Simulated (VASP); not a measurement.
Wanted: the native input for a VASP 6.6.1 run.

```
Task                   : single point
Functional             : PBEsol
Potentials or basis    : VASP PAW PBE potentials, release 64 (Cs_sv, Cl)
Cutoff                 : 500 eV
k mesh                 : 10 × 10 × 10
Occupations            : fermi-dirac, width 0.1 eV
Spin                   : no spin polarisation
Dipole correction      : no
Further INCAR settings : ALGO = Normal; EDIFF = 1e-06; NBANDS = 15
```

The structure of CsCl lies in POSCAR:

```
CsCl
1.0
    4.0653447220      0.0000000000      0.0000000000
    0.0000000000      4.0653447220      0.0000000000
    0.0000000000      0.0000000000      4.0653447220
Cs Cl
1 1
Direct
    0.0000000000      0.0000000000      0.0000000000
    0.5000000000      0.5000000000      0.5000000000
```

One way to write it, as run:

INCAR

```
SYSTEM = CsCl
PREC = Accurate
ENCUT = 500
EDIFF = 1E-6
ISMEAR = -1
SIGMA = 0.1
LREAL = .FALSE.
LASPH = .TRUE.
NELM = 120
ALGO = Normal
ISIF = 2
LWAVE = .FALSE.
LCHARG = .FALSE.
GGA = PS
NBANDS = 15
GGA_COMPAT = .FALSE.
```

KPOINTS

```
regular mesh
0
G
  10 10 10
  0 0 0
```

Potentials or basis: VASP PAW PBE potentials, release 64 (Cs_sv, Cl).

Launch:

```sh
$ cat potpaw_PBE.64/Cs_sv/POTCAR potpaw_PBE.64/Cl/POTCAR > POTCAR
$ mpirun -np 1 vasp_std > vasp.out
```

Results of the run:

```yaml
Pressure: 0.1 GPa
Band_gap_on_the_k_mesh: 5.21 eV
```

Caveat: the PAW data sets were made with another functional, which shifts forces and pressure a little; spin-orbit coupling is left out, which moves the levels of the heavy elements.

It took 64 s on 1 thread of Intel Xeon 8259CL, on a shared host, peak memory 0.2 GiB.
